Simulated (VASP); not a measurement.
# HC12 (a cell with a defect) in VASP: a series of runs

The runs below take HC12 (a cell with a defect) through single point, with PBE.

Program: VASP 6.6.1. These are calculated values, not measurements. Logs are shortened: lines on timing, memory, paths and dates and some standing lists are left out, and cuts for length are marked.

**1. The cell of the first run**

The cell holds a defect, 13 atoms: a = 4.374 Å, b = 4.374 Å, c = 4.374 Å, α = 80.41°, β = 70.53°, γ = 60.00°.

**2. Single point, PBE**

File INCAR:

```
ALGO = Normal
EDIFF = 1E-7
ENCUT = 520
GGA = PE
ISIF = 2
ISMEAR = 0
LASPH = True
LCHARG = False
LREAL = False
LWAVE = False
NBANDS = 36
NELECT = 48.0
NELM = 80
PREC = Accurate
SIGMA = 0.05
```

File KPOINTS:

```
k-points
0
Gamma
  6 6 6
```

File POSCAR:

```
HC12
1.0
   -3.5715485858     -1.7857742929     -1.7857742929
   -1.7857742929     -3.5715485858      1.7857742929
   -3.5715485858      1.7857742929      1.7857742929
C H
12 1
Direct
    0.9166666667      0.6666666667      0.2500000000
    0.5833333333      0.3333333333      0.2500000000
    0.2500000000      0.0000000000      0.2500000000
    0.0833333333      0.3333333333      0.7500000000
    0.7500000000      0.0000000000      0.7500000000
    0.4166666667      0.6666666667      0.7500000000
    0.5416666667      0.6666666667      0.3750000000
    0.2083333333      0.3333333333      0.3750000000
    0.8750000000      0.0000000000      0.3750000000
    0.7083333333      0.3333333333      0.8750000000
    0.3750000000      0.0000000000      0.8750000000
    0.0416666667      0.6666666667      0.8750000000
    0.6666666667      0.5416666667      0.1250000000
```

Potentials or basis: VASP PAW PBE potentials, release 64 (C, H).

Launch:

```sh
$ cat potpaw_PBE.64/C/POTCAR potpaw_PBE.64/H/POTCAR > POTCAR
$ mpirun -np 1 vasp_std > vasp.out
```

OUTCAR:

```text
EDIFF = 1E-7
   ENCUT = 520
   GGA = PE
   ISIF = 2
   ISMEAR = 0
   LASPH = True
   LREAL = False
   NELECT = 48.0
   NELM = 80
   PREC = Accurate

 ion  position               nearest neighbor table
   1  0.917  0.667  0.250-   9 1.55   7 1.55  12 1.55   8 1.55
   2  0.583  0.333  0.250-  13 1.14  10 1.55   8 1.55   9 1.55   7 1.55
   3  0.250  0.000  0.250-   8 1.55   9 1.55  11 1.55   7 1.55
   4  0.083  0.333  0.750-   8 1.55  10 1.55  11 1.55  12 1.55
   5  0.750  0.000  0.750-  10 1.55   9 1.55  11 1.55  12 1.55
   6  0.417  0.667  0.750-  11 1.55   7 1.55  12 1.55  10 1.55
   7  0.542  0.667  0.375-  13 1.14   6 1.55   1 1.55   3 1.55   2 1.55
   8  0.208  0.333  0.375-   3 1.55   2 1.55   4 1.55   1 1.55
   9  0.875  0.000  0.375-   1 1.55   3 1.55   5 1.55   2 1.55
  10  0.708  0.333  0.875-  13 1.45   5 1.55   2 1.55   4 1.55   6 1.55
  11  0.375  0.000  0.875-   6 1.55   5 1.55   3 1.55   4 1.55
  12  0.042  0.667  0.875-   1 1.55   6 1.55   5 1.55   4 1.55
  13  0.667  0.542  0.125-   7 1.14   2 1.14  10 1.45

  LATTYP: Found a base centered monoclinic cell.
 ALAT       =     4.3742358134
 B/A-ratio  =     1.7320508076
 C/A-ratio  =     1.0000000000
 COS(beta)  =    -0.3333333333

  Lattice vectors:

 A1 = (   1.7857742929,  -1.7857742929,   3.5715485858)
 A2 = (   1.7857742929,   3.5715485858,  -1.7857742929)
 A3 = (  -3.5715485858,   1.7857742929,   1.7857742929)

Analysis of symmetry for initial positions (statically):
=====================================================================
 Subroutine PRICEL returns:
 Original cell was already a primitive cell.

 Routine SETGRP: Setting up the symmetry group for a
 base centered monoclinic supercell.

 Subroutine GETGRP returns: Found  1 space group operations
 (whereof  1 operations were pure point group operations)
 out of a pool of  4 trial point group operations.

The static configuration has the point symmetry C_1 .

Analysis of symmetry for dynamics (positions and initial velocities):
=====================================================================
 Subroutine PRICEL returns:
 Original cell was already a primitive cell.

 Routine SETGRP: Setting up the symmetry group for a
 base centered monoclinic supercell.

 Subroutine GETGRP returns: Found  1 space group operations
 (whereof  1 operations were pure point group operations)
 out of a pool of  4 trial point group operations.

The dynamic configuration has the point symmetry C_1 .

 Subroutine INISYM returns: Found  1 space group operations
 (whereof  1 operations are pure point group operations),
 and found     1 'primitive' translations

----------------------------------------------------------------------------------------

                                     Primitive cell

  volume of cell :      68.3378

  direct lattice vectors                    reciprocal lattice vectors
    -3.571548586 -1.785774293 -1.785774293    -0.139995296 -0.046665099 -0.233325493
    -1.785774293 -3.571548586  1.785774293     0.000000000 -0.186660394  0.186660394
    -3.571548586  1.785774293  1.785774293    -0.139995296  0.139995296  0.139995296

  length of vectors
     4.374235813  4.374235813  4.374235813     0.276074446  0.263977661  0.242478965

  position of ions in fractional coordinates (direct lattice)
     0.916666667  0.666666667  0.250000000
     0.583333333  0.333333333  0.250000000
     0.250000000  0.000000000  0.250000000
     0.083333333  0.333333333  0.750000000
     0.750000000  0.000000000  0.750000000
     0.416666667  0.666666667  0.750000000
     0.541666667  0.666666667  0.375000000
     0.208333333  0.333333333  0.375000000
     0.875000000  0.000000000  0.375000000
     0.708333333  0.333333333  0.875000000
     0.375000000  0.000000000  0.875000000
     0.041666667  0.666666667  0.875000000
     0.666666667  0.541666667  0.125000000

  ion indices of the primitive-cell ions
   primitive index   ion index
                 1           1
                 2           2
                 3           3
                 4           4
                 5           5
                 6           6
                 7           7
                 8           8
                 9           9
                10          10
                11          11
                12          12
                13          13

----------------------------------------------------------------------------------------

 KPOINTS: k-points

Automatic generation of k-mesh.
 Grid dimensions read from file:
 generate k-points for:    6    6    6

 Generating k-lattice:

  Cartesian coordinates                     Fractional coordinates (reciprocal lattice)
    -0.023332549 -0.007777516 -0.038887582     0.166666667 -0.000000000 -0.000000000
     0.000000000 -0.031110066  0.031110066     0.000000000  0.166666667  0.000000000
    -0.023332549  0.023332549  0.023332549     0.000000000  0.000000000  0.166666667

  Length of vectors
[... 40 lines left out ...]
   EDIFF  = 0.1E-06   stopping-criterion for ELM
   LREAL  =      F    real-space projection
   EDIFFG = 0.1E-05   stopping-criterion for IOM
   NSW    =      0    number of steps for IOM
   IBRION =     -1    ionic relax: 0-MD 1-quasi-New 2-CG
   NFREE  =      0    steps in history (QN), initial steepest desc. (CG)
   ISIF   =      2    stress and relaxation
   ISYM   =      2    0-nonsym 1-usesym 2-fastsym
   POTIM  = 0.5000    time-step for ionic-motion
   TEBEG  =    0.0;   TEEND  =   0.0 temperature during run
   PSTRESS=    0.0 pullay stress
   NELECT =      48.0000    total number of electrons
   NUPDOWN=      -1.0000    fix difference up-down
   EMIN   =  10.00;   EMAX   =-10.00  energy-range for DOS
   EFERMI =   0.00;   METHOD = LEGACY
   ISMEAR =     0;   SIGMA  =   0.05  broadening in eV -4-tet -1-fermi 0-gaus
   EFERMI_NEDOS =   21; number of points for ismear=-14 and -15
   IALGO  =     38    algorithm
   IMIX   =      4    mixing-type and parameters
     AMIX     =   0.40;   BMIX     =  1.00
     AMIX_MAG =   1.60;   BMIX_MAG =  1.00
  volume/ion in A,a.u.               =       5.26        35.47
  Fermi-wavevector in a.u.,A,eV,Ry     =   1.455241  2.750007 28.813417  2.117726
  Thomas-Fermi vector in A             =   2.572298
   LORBIT       =      0    0 simple, 1 ext, 2 COOP (PROOUT), +10 PAW based schemes
   GGA     = PE    functional components
   LHFCALC =     F    Hartree Fock is set to
   AEXX    =    0.0000 exact exchange contribution
   IVDW    =     0    specifies the selected vdW correction
   LEPSILON=     F    determine dielectric tensor
   LRPA    =     F    only Hartree local field effects (RPA)
 non-spin polarized calculation
 Gauss-broadening in eV      SIGMA  =   0.05
  energy-cutoff  :      520.00
  volume of cell :       68.34
 maximum number of plane-waves:      1862
 NGX is ok and might be reduce to    36
   NGX = 17   NGY = 17   NGZ = 17

 number of electron      48.0000003 magnetization

 Free energy of the ion-electron system (eV)
  ---------------------------------------------------
  ext. energy  EPLUGINS =         0.00000000
  ---------------------------------------------------
  free energy    TOTEN  =      -118.45481169 eV

  energy without entropy =     -118.45481169  energy(sigma->0) =     -118.45481169

 E-fermi :  10.1307     XC(G=0): -13.2379

 val. band max:        9.8515281220   @ k =   0.0000   0.0000   0.0000
 cond. band min:      12.7189518068   @ k =  -0.3333   0.3333   0.3333
 fundamental gap:      2.8674236848
 Fermi energy:        10.1306730235

 k-point     1 :       0.0000    0.0000    0.0000
  band No.  band energies     occupation
      1     -12.3484      2.00000
      2      -7.0903      2.00000
      3      -5.5355      2.00000
      4      -4.4039      2.00000
      5      -4.0223      2.00000
      6      -3.8241      2.00000
[... 28 lines left out ...]
     35      19.3175      0.00000
     36      19.9419      0.00000
[... 866 lines left out ...]
      6      -4.7346      2.00000
[... 28 lines left out ...]
     35      18.8831      0.00000
     36      20.1267      0.00000

 [... further k-points ...]

------------------------ aborting loop because EDIFF is reached ----------------------------------------

  FORCE on cell =-STRESS in cart. coord.  units (eV):
  Direction    XX          YY          ZZ          XY          YZ          ZX
  --------------------------------------------------------------------------------------
  -------------------------------------------------------------------------------------
  Total       -6.7908183     -7.1091095     -6.4234059      0.9682373     -0.0123768     -2.5329245
  in kB     -159.2105158   -166.6728424   -150.5965430     22.7002928     -0.2901740    -59.3843329
  external PRESSURE =    -158.8266337 kB  Pullay stress =       0.0000000 kB

 VOLUME and BASIS-vectors are now :
 -----------------------------------------------------------------------------
  energy-cutoff  :      520.00
  volume of cell :       68.34
      direct lattice vectors                 reciprocal lattice vectors
    -3.571548586 -1.785774293 -1.785774293    -0.139995296 -0.046665099 -0.233325493
    -1.785774293 -3.571548586  1.785774293     0.000000000 -0.186660394  0.186660394
    -3.571548586  1.785774293  1.785774293    -0.139995296  0.139995296  0.139995296

 POSITION                                       TOTAL-FORCE (eV/Angst)
 -----------------------------------------------------------------------------------
     -5.35732     -3.57155     -0.00000        -0.975240     -0.829929     -0.298784
     -3.57155     -1.78577     -0.00000         1.299959      4.712651     -0.857918
     -1.78577      0.00000      0.00000         0.277485     -0.324326      0.240492
     -3.57155      0.00000      1.78577        -0.245041     -0.238105     -0.546981
     -5.35732      0.00000      0.00000        -0.020244      0.226215      0.139958
     -5.35732     -1.78577      1.78577         0.042112      0.666030      0.156342
     -4.46444     -2.67866      0.89289        -3.050457     -0.746794      4.078214
     -2.67866     -0.89289      0.89289         0.157368     -0.045490      0.592993
     -4.46444     -0.89289     -0.89289        -0.500001     -0.109771      0.152137
     -6.25021     -0.89289      0.89289         1.927382     -0.654435     -1.678968
     -4.46444      0.89289      0.89289         0.273274     -0.455732     -0.096941
     -4.46444     -0.89289      2.67866         0.053676     -0.571176     -0.319746
     -3.79477     -2.90188     -0.00000         0.759726     -1.629137     -1.560800
 -----------------------------------------------------------------------------------
    total drift:                               -0.000026     -0.000014     -0.000001

  FREE ENERGIE OF THE ION-ELECTRON SYSTEM (eV)
  ---------------------------------------------------
  free  energy   TOTEN  =      -118.4548116942 eV

  energy  without entropy=     -118.4548116942  energy(sigma->0) =     -118.45481169
```

It took 6.1 min on 1 thread of Intel Xeon 6975P-C, shared host; peak memory 0.32 GiB.

Results:

```
Free energy   : -118.4548 eV
Largest force : 5.147 eV/Å
```

Forces in eV/Å, atoms in the order of the input:
```
C   -0.975 -0.830 -0.299
C    1.300  4.713 -0.858
C    0.277 -0.324  0.240
C   -0.245 -0.238 -0.547
C   -0.020  0.226  0.140
C    0.042  0.666  0.156
C   -3.050 -0.747  4.078
C    0.157 -0.045  0.593
C   -0.500 -0.110  0.152
C    1.927 -0.654 -1.679
C    0.273 -0.456 -0.097
C    0.054 -0.571 -0.320
H    0.760 -1.629 -1.561
```

Levels at points of the mesh, in eV from the Fermi level:
```csv
k point,band 20,band 21,band 22,band 23,band 24,band 25,band 26,band 27,band 28,band 29
"(0.00, 0.00, 0.00)",-3.35,-3.10,-0.46,-0.39,-0.28,3.92,5.05,5.18,5.38,6.26
"(0.50, 0.00, 0.00)",-4.90,-4.54,-4.36,-2.77,-2.20,4.45,5.86,6.03,6.55,7.34
"(0.50, 0.50, 0.00)",-4.97,-4.65,-4.34,-2.53,-2.13,3.62,5.79,5.95,6.57,7.80
"(0.00, 0.50, 0.00)",-5.09,-3.25,-3.09,-1.88,-1.64,3.40,4.30,5.64,7.38,7.60
"(0.00, 0.00, 0.50)",-5.26,-2.68,-2.27,-1.83,-1.80,4.46,6.36,6.87,6.93,7.10
"(0.50, 0.00, 0.50)",-4.21,-3.92,-3.65,-3.11,-3.03,2.91,4.43,5.34,5.60,6.93
"(0.50, 0.50, 0.50)",-3.98,-3.73,-3.69,-3.12,-3.07,3.21,4.34,5.38,5.63,6.20
"(0.00, 0.50, 0.50)",-4.94,-4.50,-4.30,-4.15,-4.07,3.81,5.32,5.80,6.05,6.11
```

Caveat: the cell carries a net charge on a neutralising background, which shifts energy and pressure; the cell is charged against a uniform background, so pressure and absolute levels hang on convention.

**3. Single point, PBE**

File INCAR:

```
  PREC = Accurate
  ENCUT = 520
  EDIFF = 1E-6
  ISMEAR = 0
  SIGMA = 0.05
  LREAL = F
  LASPH = T
  NELM = 60
  ALGO = Normal
  ISIF = 2
  LWAVE = F
  LCHARG = F
  GGA = PE
  NELECT = 48.0
  NBANDS = 36
```

File KPOINTS:

```
regular mesh
0
Gamma
  6 6 6
```

POSCAR: that of step 2 with these lines changed.

```diff
@@ -20,2 +20,2 @@
     0.0416666667      0.6666666667      0.8750000000
-    0.6666666667      0.5416666667      0.1250000000
+    0.5208333333      0.4583333333      0.0625000000
```

Potentials or basis: VASP PAW PBE potentials, release 64 (C, H).

Launch:

```sh
$ cat potpaw_PBE.64/C/POTCAR potpaw_PBE.64/H/POTCAR > POTCAR
$ mpirun -np 1 vasp_std > vasp.out
```

Run time: 5.5 min. Hardware: 1 thread of Intel Xeon 8259CL, shared host; peak memory 0.33 GiB.

Results (log left out):

| Item | Value |
| --- | --- |
| Free energy | -116.6458 eV |
| Largest force | 13.544 eV/Å |

Forces on the atoms (eV/Å):
```
C     0.102   0.022   0.137
C    -9.477   9.452   2.058
C    -0.013  -0.068   0.114
C    -0.712  -0.140   0.103
C     0.263   0.354   0.469
C     1.457  -1.188   0.377
C    -0.833  -0.244   0.229
C     0.601   0.820   0.568
C    -0.094  -0.284  -0.633
C     4.078  -4.031 -12.271
C    -0.033  -0.037   0.018
C     0.060  -0.032   0.013
H     4.600  -4.624   8.817
```

Levels at points of the mesh, in eV from the Fermi level:
| k point | band 20 | band 21 | band 22 | band 23 | band 24 | band 25 | band 26 | band 27 | band 28 | band 29 |
| --- | --- | --- | --- | --- | --- | --- | --- | --- | --- | --- |
| (0.00, 0.00, 0.00) | -3.25 | -3.06 | -0.62 | -0.34 | -0.22 | 4.18 | 4.93 | 5.15 | 5.82 | 6.37 |
| (0.50, 0.00, 0.00) | -5.12 | -4.58 | -4.22 | -2.84 | -2.02 | 5.28 | 5.71 | 5.85 | 6.76 | 7.55 |
| (0.50, 0.50, 0.00) | -5.03 | -4.59 | -4.21 | -2.95 | -2.04 | 5.08 | 5.91 | 5.95 | 6.73 | 7.36 |
| (0.00, 0.50, 0.00) | -5.00 | -3.40 | -3.04 | -2.09 | -1.36 | 3.97 | 4.50 | 6.26 | 6.82 | 7.59 |
| (0.00, 0.00, 0.50) | -5.12 | -2.43 | -2.09 | -1.95 | -1.90 | 5.20 | 6.03 | 6.94 | 7.05 | 7.39 |
| (0.50, 0.00, 0.50) | -3.82 | -3.79 | -3.58 | -3.06 | -2.96 | 4.01 | 4.45 | 5.09 | 5.91 | 6.05 |
| (0.50, 0.50, 0.50) | -3.91 | -3.83 | -3.57 | -3.04 | -2.94 | 3.48 | 4.46 | 4.96 | 5.94 | 6.85 |
| (0.00, 0.50, 0.50) | -5.10 | -4.33 | -4.20 | -4.14 | -3.94 | 4.76 | 5.40 | 5.77 | 5.96 | 6.14 |

Caveat: the cell carries a net charge on a neutralising background, which shifts energy and pressure; the cell is charged against a uniform background, so pressure and absolute levels hang on convention.

**4. Single point, PBE**

File INCAR:

```
PREC = Accurate
ENCUT = 520
EDIFF = 1E-6
ISMEAR = 0
SIGMA = 0.05
LREAL = F
LASPH = T
NELM = 100
ALGO = Normal
ISIF = 2
LWAVE = F
LCHARG = F
GGA = PE
NBANDS = 36
NELECT = 48.0
```

KPOINTS is that of step 3.

POSCAR: that of step 3 with these lines changed.

```diff
@@ -20,2 +20,2 @@
     0.0416666667      0.6666666667      0.8750000000
-    0.5208333333      0.4583333333      0.0625000000
+    0.4791666667      0.5416666667     -0.0625000000
```

Launch:

```sh
$ cat potpaw_PBE.64/C/POTCAR potpaw_PBE.64/H/POTCAR > POTCAR
$ mpirun -np 1 vasp_std > vasp.out
```

Run time: 5.9 min. Hardware: 1 thread of Intel Xeon 8259CL, shared host; peak memory 0.33 GiB.

It converged, with:

```
Free energy   : -116.6213 eV
Largest force : 13.560 eV/Å
```

Forces in eV/Å, atoms in the order of the input:
```
C    -0.217   0.159   0.258
C    -1.430   1.522   0.608
C    -0.289   0.271   0.515
C     0.165  -0.673  -0.049
C     0.728  -0.307   0.052
C     9.543  -9.450   1.864
C    -0.141  -0.149  -0.907
C     0.309   0.073  -0.043
C     0.132  -0.255  -0.242
C    -4.088   4.029 -12.081
C    -0.428  -0.249   0.535
C     0.357   0.373   0.681
H    -4.643   4.656   8.809
```

Levels at points of the mesh, in eV from the Fermi level:
| k point | band 22 | band 23 | band 24 | band 25 | band 26 | band 27 |
| --- | --- | --- | --- | --- | --- | --- |
| (0.00, 0.00, 0.00) | -0.63 | -0.41 | -0.27 | 4.39 | 4.96 | 5.02 |
| (0.50, 0.00, 0.00) | -4.31 | -2.60 | -2.13 | 4.14 | 5.43 | 6.09 |
| (0.50, 0.50, 0.00) | -4.35 | -3.01 | -2.14 | 4.75 | 5.94 | 5.97 |
| (0.00, 0.50, 0.00) | -3.13 | -1.86 | -1.65 | 3.88 | 4.38 | 5.59 |
| (0.00, 0.00, 0.50) | -2.40 | -1.72 | -1.71 | 5.20 | 6.16 | 6.58 |
| (0.50, 0.00, 0.50) | -3.69 | -3.16 | -3.08 | 3.92 | 4.39 | 5.30 |
| (0.50, 0.50, 0.50) | -3.65 | -3.13 | -3.04 | 3.63 | 4.38 | 5.29 |
| (0.00, 0.50, 0.50) | -4.37 | -4.08 | -4.02 | 4.27 | 5.09 | 5.79 |

Caveat: the cell carries a net charge on a neutralising background, which shifts energy and pressure; the cell is charged against a uniform background, so pressure and absolute levels hang on convention.

**5. Single point, PBE**

File INCAR:

```
PREC = Accurate
ENCUT = 520
EDIFF = 1E-7
ISMEAR = 0
SIGMA = 0.05
LREAL = False
LASPH = True
NELM = 100
ALGO = Normal
ISIF = 2
LWAVE = False
LCHARG = False
GGA = PE
NBANDS = 36
NELECT = 48.0
```

KPOINTS is that of step 4.

POSCAR: that of step 4 with these lines changed.

```diff
@@ -20,2 +20,2 @@
     0.0416666667      0.6666666667      0.8750000000
-    0.4791666667      0.5416666667     -0.0625000000
+    0.6458333333      0.4583333333      0.1875000000
```

Launch:

```sh
$ cat potpaw_PBE.64/C/POTCAR potpaw_PBE.64/H/POTCAR > POTCAR
$ mpirun -np 1 vasp_std > vasp.out
```

It took 6.7 min on 1 thread of Intel Xeon 8259CL, shared host; peak memory 0.32 GiB.

The run converged. Its results:

```
Free energy   : -111.9621 eV
Largest force : 48.979 eV/Å
```

Forces on the atoms (eV/Å):
```
C    -0.034  -0.346  -0.376
C    15.361  46.490  -1.302
C     0.472  -0.049  -0.439
C    -0.436  -0.005  -0.098
C    -0.157   0.347   0.287
C     0.088   0.816   0.122
C    -4.399  -2.136   5.146
C     0.026  -0.039   0.685
C    -0.512   0.166   0.211
C     2.300  -0.945  -2.076
C     0.181  -0.440  -0.239
C     0.181  -0.230  -0.099
H   -13.072 -43.628  -1.822
```

Levels at points of the mesh, in eV from the Fermi level:
```csv
k point,band 22,band 23,band 24,band 25,band 26,band 27
"(0.00, 0.00, 0.00)",-0.63,-0.44,-0.23,4.08,5.04,5.15
"(0.50, 0.00, 0.00)",-4.28,-2.88,-2.14,4.97,5.53,6.11
"(0.50, 0.50, 0.00)",-4.27,-2.63,-2.07,4.51,5.26,6.12
"(0.00, 0.50, 0.00)",-3.16,-2.06,-1.53,4.02,4.44,5.16
"(0.00, 0.00, 0.50)",-2.34,-1.72,-1.70,4.20,6.48,6.88
"(0.50, 0.00, 0.50)",-3.62,-3.08,-3.00,3.31,4.54,5.37
"(0.50, 0.50, 0.50)",-3.63,-3.11,-3.08,4.15,4.28,5.23
"(0.00, 0.50, 0.50)",-4.32,-4.04,-3.98,3.69,5.27,5.91
```

Caveat: the cell carries a net charge on a neutralising background, which shifts energy and pressure; the cell is charged against a uniform background, so pressure and absolute levels hang on convention.
